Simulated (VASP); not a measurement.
# Al3W (Pm-3m) in VASP: further runs

Runs on Al3W. Level: PBE. Tasks: single point, relaxation of cell and atoms.

Program: VASP 6.6.1. These are calculated values, not measurements. Logs are shortened: lines on timing, memory, paths and dates and some standing lists are left out, and cuts for length are marked.

## (1) The cell of the first run

It takes space group Pm-3m (No. 221, cubic). Conventional cell: a = 3.973 Å, b = 3.973 Å, c = 3.973 Å, α = 90.00°, β = 90.00°, γ = 90.00°. Within 3.7 Å of Al (site symmetry 4/mmm) lie 8 Al at 2.81 Å and 4 W at 2.81 Å. Within 3.7 Å of W (site symmetry m-3m) lie 12 Al at 2.81 Å.

The cell was built from a structure type or drawn by symmetry, and may not be a known phase.

## (2) Single point, PBE

File INCAR:

```
  PREC = Accurate
  ENCUT = 520
  EDIFF = 1E-6
  ISMEAR = 0
  SIGMA = 0.1
  LREAL = False
  LASPH = True
  NELM = 60
  ALGO = Normal
  ISIF = 2
  LWAVE = False
  LCHARG = True
  GGA = PE
  LELF = True
  LVHAR = True
  NBANDS = 20
```

File KPOINTS:

```
regular mesh
0
Gamma
  4 4 4
```

File POSCAR:

```
Al3W
1.0
    3.9727005400      0.0000000000      0.0000000000
    0.0000000000      3.9727005400      0.0000000000
    0.0000000000      0.0000000000      3.9727005400
Al W
3 1
Direct
    0.5000000000      0.0000000000      0.0000000000
    0.0000000000      0.5000000000      0.0000000000
    0.0000000000      0.0000000000      0.5000000000
    0.5000000000      0.5000000000      0.5000000000
```

Potentials or basis: VASP PAW PBE potentials, release 64 (Al, W_sv).

Command:

```console
cat potpaw_PBE.64/Al/POTCAR potpaw_PBE.64/W_sv/POTCAR > POTCAR
mpirun -np 1 vasp_std > vasp.out
```

OUTCAR:

```text
PREC = Accurate
   ENCUT = 520
   EDIFF = 1E-6
   ISMEAR = 0
   LREAL = False
   LASPH = True
   NELM = 60
   ISIF = 2
   GGA = PE

 ion  position               nearest neighbor table
   1  0.500  0.000  0.000-   2 2.81   3 2.81   4 2.81   3 2.81   4 2.81   2 2.81   4 2.81   4 2.81
                             2 2.81   3 2.81   3 2.81   2 2.81
   2  0.000  0.500  0.000-   1 2.81   3 2.81   4 2.81   3 2.81   4 2.81   1 2.81   3 2.81   3 2.81
                             1 2.81   4 2.81   4 2.81   1 2.81
   3  0.000  0.000  0.500-   1 2.81   2 2.81   4 2.81   1 2.81   2 2.81   2 2.81   4 2.81   2 2.81
                             1 2.81   4 2.81   1 2.81   4 2.81
   4  0.500  0.500  0.500-   1 2.81   2 2.81   3 2.81   1 2.81   2 2.81   1 2.81   3 2.81   1 2.81
                             2 2.81   3 2.81   2 2.81   3 2.81

  LATTYP: Found a simple cubic cell.
 ALAT       =     3.9727005400

  Lattice vectors:

 A1 = (   3.9727005400,   0.0000000000,   0.0000000000)
 A2 = (   0.0000000000,   3.9727005400,   0.0000000000)
 A3 = (   0.0000000000,   0.0000000000,   3.9727005400)

Analysis of symmetry for initial positions (statically):
=====================================================================
 Subroutine PRICEL returns:
 Original cell was already a primitive cell.

 Routine SETGRP: Setting up the symmetry group for a
 simple cubic supercell.

 Subroutine GETGRP returns: Found 48 space group operations
 (whereof 48 operations were pure point group operations)
 out of a pool of 48 trial point group operations.

The static configuration has the point symmetry O_h .

Analysis of symmetry for dynamics (positions and initial velocities):
=====================================================================
 Subroutine PRICEL returns:
 Original cell was already a primitive cell.

 Routine SETGRP: Setting up the symmetry group for a
 simple cubic supercell.

 Subroutine GETGRP returns: Found 48 space group operations
 (whereof 48 operations were pure point group operations)
 out of a pool of 48 trial point group operations.

The dynamic configuration has the point symmetry O_h .

 Subroutine INISYM returns: Found 48 space group operations
 (whereof 48 operations are pure point group operations),
 and found     1 'primitive' translations

----------------------------------------------------------------------------------------

                                     Primitive cell

  volume of cell :      62.6985

  direct lattice vectors                    reciprocal lattice vectors
     3.972700540  0.000000000  0.000000000     0.251717941  0.000000000  0.000000000
     0.000000000  3.972700540  0.000000000     0.000000000  0.251717941  0.000000000
     0.000000000  0.000000000  3.972700540     0.000000000  0.000000000  0.251717941

  length of vectors
     3.972700540  3.972700540  3.972700540     0.251717941  0.251717941  0.251717941

  position of ions in fractional coordinates (direct lattice)
     0.500000000  0.000000000  0.000000000
     0.000000000  0.500000000  0.000000000
     0.000000000  0.000000000  0.500000000
     0.500000000  0.500000000  0.500000000

  ion indices of the primitive-cell ions
   primitive index   ion index
                 1           1
                 2           2
                 3           3
                 4           4

----------------------------------------------------------------------------------------

 KPOINTS: regular mesh

Automatic generation of k-mesh.
 Grid dimensions read from file:
 generate k-points for:    4    4    4

 Generating k-lattice:

  Cartesian coordinates                     Fractional coordinates (reciprocal lattice)
     0.062929485  0.000000000  0.000000000     0.250000000  0.000000000  0.000000000
     0.000000000  0.062929485  0.000000000     0.000000000  0.250000000  0.000000000
     0.000000000  0.000000000  0.062929485     0.000000000  0.000000000  0.250000000

  Length of vectors
     0.062929485  0.062929485  0.062929485

  Shift w.r.t. Gamma in fractional coordinates (k-lattice)
     0.000000000  0.000000000  0.000000000

 Subroutine IBZKPT returns following result:
 ===========================================

 Found     10 irreducible k-points:

 Following reciprocal coordinates:
            Coordinates               Weight
  0.000000  0.000000  0.000000      1.000000
  0.250000  0.000000  0.000000      6.000000
  0.500000  0.000000  0.000000      3.000000
  0.250000  0.250000  0.000000     12.000000
  0.500000  0.250000  0.000000     12.000000
  0.500000  0.500000  0.000000      3.000000
  0.250000  0.250000  0.250000      8.000000
  0.500000  0.250000  0.250000     12.000000
  0.500000  0.500000  0.250000      6.000000
  0.500000  0.500000  0.500000      1.000000
   k-points           NKPTS =     10   k-points in BZ     NKDIM =     10   number of bands    NBANDS=     20
   number of dos      NEDOS =    301   number of ions     NIONS =      4
   total plane-waves  NPLWV =  27000
   dimension x,y,z NGX =    30 NGY =   30 NGZ =   30
   dimension x,y,z NGXF=    60 NGYF=   60 NGZF=   60
   ions per type =               3   1
   NGX,Y,Z   is equivalent  to a cutoff of  12.55, 12.55, 12.55 a.u.
   NGXF,Y,Z  is equivalent  to a cutoff of  25.11, 25.11, 25.11 a.u.
 SYSTEM =  unknown system
   PREC   = accura    normal or accurate (medium, high low for compatibility)
   ISTART =      0    job   : 0-new  1-cont  2-samecut
   ICHARG =      2    charge: 1-file 2-atom 10-const
   ISPIN  =      1    spin polarized calculation?
   LNONCOLLINEAR =      F non collinear calculations
   LSORBIT =      F    spin-orbit coupling
   LASPH  =      T    aspherical Exc in radial PAW
   ENCUT  =  520.0 eV  38.22 Ry    6.18 a.u.   7.39  7.39  7.39*2*pi/ulx,y,z
   NELM   =     60;   NELMIN=  2; NELMDL= -5     # of ELM steps
   EDIFF  = 0.1E-05   stopping-criterion for ELM
   LREAL  =      F    real-space projection
[... 7 lines left out ...]
   TEBEG  =    0.0;   TEEND  =   0.0 temperature during run
   PSTRESS=    0.0 pullay stress
   NELECT =      23.0000    total number of electrons
   NUPDOWN=      -1.0000    fix difference up-down
   EMIN   =  10.00;   EMAX   =-10.00  energy-range for DOS
   EFERMI =   0.00;   METHOD = LEGACY
   ISMEAR =     0;   SIGMA  =   0.10  broadening in eV -4-tet -1-fermi 0-gaus
   EFERMI_NEDOS =   21; number of points for ismear=-14 and -15
   IALGO  =     38    algorithm
   IMIX   =      4    mixing-type and parameters
     AMIX     =   0.40;   BMIX     =  1.00
     AMIX_MAG =   1.60;   BMIX_MAG =  1.00
  volume/ion in A,a.u.               =      15.67       105.78
  Fermi-wavevector in a.u.,A,eV,Ry     =   1.171921  2.214609 18.686221  1.373398
  Thomas-Fermi vector in A             =   2.308357
   LORBIT       =      0    0 simple, 1 ext, 2 COOP (PROOUT), +10 PAW based schemes
   GGA     = PE    functional components
   LHFCALC =     F    Hartree Fock is set to
   AEXX    =    0.0000 exact exchange contribution
   IVDW    =     0    specifies the selected vdW correction
   LEPSILON=     F    determine dielectric tensor
   LRPA    =     F    only Hartree local field effects (RPA)
 non-spin polarized calculation
 Gauss-broadening in eV      SIGMA  =   0.10
  energy-cutoff  :      520.00
  volume of cell :       62.70
 maximum number of plane-waves:      1743
 NGX is ok and might be reduce to    30
   NGX = 15   NGY = 15   NGZ = 15

 number of electron      22.9999997 magnetization

 Free energy of the ion-electron system (eV)
  ---------------------------------------------------
  ext. energy  EPLUGINS =         0.00000000
  ---------------------------------------------------
  free energy    TOTEN  =       -23.99337880 eV

  energy without entropy =      -23.98347682  energy(sigma->0) =      -23.98842781

 E-fermi :   9.3390     XC(G=0): -11.2263

 val. band max:        9.3266586750   @ k =   0.0000   0.0000   0.0000
 cond. band min:       9.3863781092   @ k =   0.5000   0.0000   0.0000
 fundamental gap:      0.0597194342
 Fermi energy:         9.3390080128

 k-point     1 :       0.0000    0.0000    0.0000
  band No.  band energies     occupation
      1     -64.6806      2.00000
      2     -28.9051      2.00000
      3     -28.9051      2.00000
      4     -28.9051      2.00000
      5      -1.8757      2.00000
      6       5.1782      2.00000
[... 12 lines left out ...]
     19      14.6724      0.00000
     20      18.1034      0.00000

 k-point     2 :       0.2500    0.0000    0.0000
  band No.  band energies     occupation
      1     -64.6805      2.00000
      2     -28.9151      2.00000
      3     -28.9044      2.00000
      4     -28.9044      2.00000
      5      -1.2288      2.00000
      6       3.3084      2.00000
[... 12 lines left out ...]
     19      15.7200      0.00000
     20      16.6377      0.00000

 k-point     3 :       0.5000    0.0000    0.0000
  band No.  band energies     occupation
      1     -64.6803      2.00000
      2     -28.9250      2.00000
      3     -28.9037      2.00000
      4     -28.9037      2.00000
      5       0.5339      2.00000
      6       0.6868      2.00000
[... 12 lines left out ...]
     19      16.4957      0.00000
     20      17.1579      0.00000

 k-point     4 :       0.2500    0.2500    0.0000
  band No.  band energies     occupation
      1     -64.6803      2.00000
      2     -28.9144      2.00000
      3     -28.9139      2.00000
      4     -28.9037      2.00000
      5      -0.6071      2.00000
      6       3.6387      2.00000
[... 12 lines left out ...]
     19      15.1522      0.00000
     20      15.5199      0.00000

 k-point     5 :       0.5000    0.2500    0.0000
  band No.  band energies     occupation
      1     -64.6802      2.00000
      2     -28.9239      2.00000
      3     -28.9133      2.00000
      4     -28.9031      2.00000
      5       0.9466      2.00000
      6       1.3798      2.00000
[... 12 lines left out ...]
     19      16.2796      0.00000
     20      17.1980      0.00000

 k-point     6 :       0.5000    0.5000    0.0000
  band No.  band energies     occupation
      1     -64.6801      2.00000
      2     -28.9228      2.00000
      3     -28.9228      2.00000
      4     -28.9024      2.00000
      5       1.7101      2.00000
      6       3.1919      2.00000
[... 12 lines left out ...]
     19      16.2526      0.00000
     20      16.2526      0.00000

 k-point     7 :       0.2500    0.2500    0.2500
  band No.  band energies     occupation
      1     -64.6802      2.00000
      2     -28.9137      2.00000
      3     -28.9130      2.00000
      4     -28.9130      2.00000
      5      -0.0130      2.00000
      6       4.1142      2.00000
[... 12 lines left out ...]
     19      15.1114      0.00000
     20      16.1728      0.00000

 k-point     8 :       0.5000    0.2500    0.2500
  band No.  band energies     occupation
      1     -64.6801      2.00000
      2     -28.9228      2.00000
      3     -28.9126      2.00000
      4     -28.9122      2.00000
      5       1.3839      2.00000
      6       2.0191      2.00000
[... 12 lines left out ...]
     19      16.5803      0.00000
     20      16.7343      0.00000

 k-point     9 :       0.5000    0.5000    0.2500
  band No.  band energies     occupation
      1     -64.6799      2.00000
      2     -28.9217      2.00000
      3     -28.9217      2.00000
      4     -28.9115      2.00000
      5       2.2491      2.00000
      6       3.3368      2.00000
[... 12 lines left out ...]
     19      17.3186      0.00000
     20      17.3186      0.00000

 k-point    10 :       0.5000    0.5000    0.5000
  band No.  band energies     occupation
      1     -64.6798      2.00000
      2     -28.9206      2.00000
      3     -28.9206      2.00000
      4     -28.9206      2.00000
      5       3.5144      2.00000
      6       3.5144      2.00000
[... 12 lines left out ...]
     19      20.6694      0.00000
     20      20.7538      0.00000

------------------------ aborting loop because EDIFF is reached ----------------------------------------

  FORCE on cell =-STRESS in cart. coord.  units (eV):
  Direction    XX          YY          ZZ          XY          YZ          ZX
  --------------------------------------------------------------------------------------
  -------------------------------------------------------------------------------------
  Total       -1.2836436     -1.2836436     -1.2836436      0.0000000     -0.0000000      0.0000000
  in kB      -32.8017897    -32.8017897    -32.8017897      0.0000000     -0.0000000      0.0000000
  external PRESSURE =     -32.8017897 kB  Pullay stress =       0.0000000 kB

 VOLUME and BASIS-vectors are now :
 -----------------------------------------------------------------------------
  energy-cutoff  :      520.00
  volume of cell :       62.70
      direct lattice vectors                 reciprocal lattice vectors
     3.972700540  0.000000000  0.000000000     0.251717941  0.000000000  0.000000000
     0.000000000  3.972700540  0.000000000     0.000000000  0.251717941  0.000000000
     0.000000000  0.000000000  3.972700540     0.000000000  0.000000000  0.251717941

 POSITION                                       TOTAL-FORCE (eV/Angst)
 -----------------------------------------------------------------------------------
      1.98635      0.00000      0.00000         0.000000      0.000000      0.000000
      0.00000      1.98635      0.00000         0.000000      0.000000      0.000000
      0.00000      0.00000      1.98635         0.000000      0.000000      0.000000
      1.98635      1.98635      1.98635         0.000000      0.000000      0.000000
 -----------------------------------------------------------------------------------
    total drift:                                0.000000      0.000000      0.000000

  FREE ENERGIE OF THE ION-ELECTRON SYSTEM (eV)
  ---------------------------------------------------
  free  energy   TOTEN  =       -23.9933788001 eV

  energy  without entropy=      -23.9834768232  energy(sigma->0) =      -23.98842781
```

It took 8.3 s on 1 thread of AMD EPYC 9R45 (Zen 5), shared host; peak memory 0.14 GiB.

Results:

* Free energy: -23.9934 eV
* Pressure: -3.3 GPa
* Band gap on the k mesh: zero (an odd number of electrons rules out a gap without spin polarisation)

Caveat: the k points lie up to 0.40 Å⁻¹ apart, too coarse for converged energies and pressures of a metal; spin-orbit coupling is left out, which moves the levels of the heavy elements.

## (3) Single point, PBE

This run uses another cell than the first one, of 15.31 Å³/atom.

File INCAR:

```
SYSTEM = Al3W
PREC = Accurate
ENCUT = 520
EDIFF = 1E-6
ISMEAR = 0
SIGMA = 0.1
LREAL = .FALSE.
LASPH = .TRUE.
NELM = 80
ALGO = Normal
ISIF = 2
LWAVE = .FALSE.
LCHARG = .FALSE.
GGA = PE
NBANDS = 20
```

File KPOINTS:

```
regular mesh
0
G
  4 4 4
  0 0 0
```

File POSCAR:

```
Al3W
1.0
    3.9419084122      0.0000000000      0.0000000000
    0.0000000000      3.9419084122      0.0000000000
    0.0000000000      0.0000000000      3.9419084122
Al W
3 1
Direct
    0.5000000000      0.0000000000      0.0000000000
    0.0000000000      0.5000000000      0.0000000000
    0.0000000000      0.0000000000      0.5000000000
    0.5000000000      0.5000000000      0.5000000000
```

Potentials or basis: VASP PAW PBE potentials, release 64 (Al, W_sv).

Command:

```console
cat potpaw_PBE.64/Al/POTCAR potpaw_PBE.64/W_sv/POTCAR > POTCAR
mpirun -np 1 vasp_std > vasp.out
```

Run time: 7.7 s. Hardware: 1 thread of AMD EPYC 9R45 (Zen 5), shared host; peak memory 0.14 GiB.

Results (log left out):

| Property | Result |
| --- | --- |
| Free energy | -24.0089 eV |
| Pressure | -0.1 GPa |
| Band gap on the k mesh | zero (an odd number of electrons rules out a gap without spin polarisation) |

Levels at points of the mesh, in eV from the Fermi level:
```csv
k point,band 9,band 10,band 11,band 12,band 13,band 14
"(0.00, 0.00, 0.00)",-2.24,-2.24,-0.95,-0.95,-0.95,-0.03
"(0.50, 0.00, 0.00)",-3.27,-0.65,0.05,0.69,0.69,0.95
"(0.50, 0.50, 0.00)",-2.46,-2.46,-0.21,0.07,0.44,0.98
"(0.50, 0.50, 0.50)",-3.56,-3.56,-3.56,-1.48,0.53,0.53
```

Caveat: the k points lie up to 0.40 Å⁻¹ apart, too coarse for converged energies and pressures of a metal; spin-orbit coupling is left out, which moves the levels of the heavy elements.

## (4) Relaxation of cell and atoms, PBE

File INCAR:

```
SYSTEM = Al3W
  PREC = Accurate
  ENCUT = 600
  EDIFF = 1E-7
  ISMEAR = 0
  SIGMA = 0.1
  LREAL = .False.
  LASPH = .True.
  NELM = 60
  ALGO = Fast
  ISIF = 3
  LWAVE = .False.
  LCHARG = .False.
  GGA = PE
  IBRION = 2
  NSW = 90
  EDIFFG = -0.04
```

File KPOINTS:

```
regular mesh
0
Gamma
  4 4 4
  0 0 0
```

File POSCAR:

```
Al3W
1.0
    3.9727005400      0.0000000000      0.0000000000
    0.0000000000      3.9727005400      0.0000000000
    0.0000000000      0.0000000000      3.9727005400
Al W
3 1
Direct
    0.5000000000      0.0000000000      0.0000000000
    0.0000000000      0.5000000000      0.0000000000
    0.0000000000      0.0000000000      0.5000000000
    0.5000000000      0.5000000000      0.5000000000
```

Command:

```console
cat potpaw_PBE.64/Al/POTCAR potpaw_PBE.64/W_sv/POTCAR > POTCAR
mpirun -np 1 vasp_std > vasp.out
```

Wall time 26 s (1 thread of AMD EPYC 9R45 (Zen 5), shared host); peak memory 0.16 GiB.

Results (log left out):

* Free energy: -24.0095 eV
* Relaxed volume: 15.30 Å³/atom
* Relaxed cell: a = 3.941 Å, b = 3.941 Å, c = 3.941 Å, α = 90.00°, β = 90.00°, γ = 90.00°
* Space group after relaxing (to 0.1 Å): Pm-3m (No. 221)
* Energy gained by relaxing: 3.9 meV/atom
* Ionic steps: 3
* Pressure after relaxing: 0.0 GPa
* Band gap on the k mesh: zero (an odd number of electrons rules out a gap without spin polarisation)

Step by step:
| step | energy change (eV) | largest force (eV/Å) | pressure (GPa) | volume (Å³) |
| --- | --- | --- | --- | --- |
| 1 | 0.0000 | 0.0000 | -3.27 | 62.70 |
| 2 | -0.0016 | 0.0000 | 3.37 | 59.84 |
| 3 | -0.0156 | 0.0000 | 0.01 | 61.21 |

Final structure:
```
Al W
1.0
     3.94095    0.00000    0.00000
     0.00000    3.94095    0.00000
     0.00000    0.00000    3.94095
Al W
3 1
Direct
  0.50000 0.00000 0.00000
  0.00000 0.50000 0.00000
  0.00000 0.00000 0.50000
  0.50000 0.50000 0.50000
```

Levels at points of the mesh, in eV from the Fermi level:
| k point | band 9 | band 10 | band 11 | band 12 | band 13 | band 14 |
| --- | --- | --- | --- | --- | --- | --- |
| (0.00, 0.00, 0.00) | -2.24 | -2.24 | -0.95 | -0.95 | -0.95 | -0.03 |
| (0.50, 0.00, 0.00) | -3.27 | -0.65 | 0.05 | 0.69 | 0.69 | 0.95 |
| (0.50, 0.50, 0.00) | -2.46 | -2.46 | -0.22 | 0.07 | 0.44 | 0.98 |
| (0.50, 0.50, 0.50) | -3.56 | -3.56 | -3.56 | -1.48 | 0.53 | 0.53 |

Caveat: the k points lie up to 0.40 Å⁻¹ apart in the final cell, too coarse for converged energies and pressures of a metal; spin-orbit coupling is left out, which moves the levels of the heavy elements.

## (5) Summary

| task | cell | cutoff (eV) | gap on the mesh (eV) | pressure (GPa) |
| --- | --- | --- | --- | --- |
| single point | a = 3.973 Å, 4 atoms | 520 | none | -3.3 |
| single point | a = 3.942 Å, 4 atoms | 520 | none | -0.1 |
| relaxation of cell and atoms | relaxed from a = 3.973 Å, 4 atoms | 600 | none | 0.0 |

Alike in all rows: level PBE; potentials or basis VASP PAW PBE potentials, release 64 (Al, W_sv); no spin polarisation; k mesh 4 × 4 × 4; smearing gaussian 0.1 eV.

Caveats: all runs use coarse meshes; spin-orbit coupling is left out, which moves the levels of the heavy elements.

Total energies depend on the potentials used, so only differences within one code and one set of settings carry meaning.
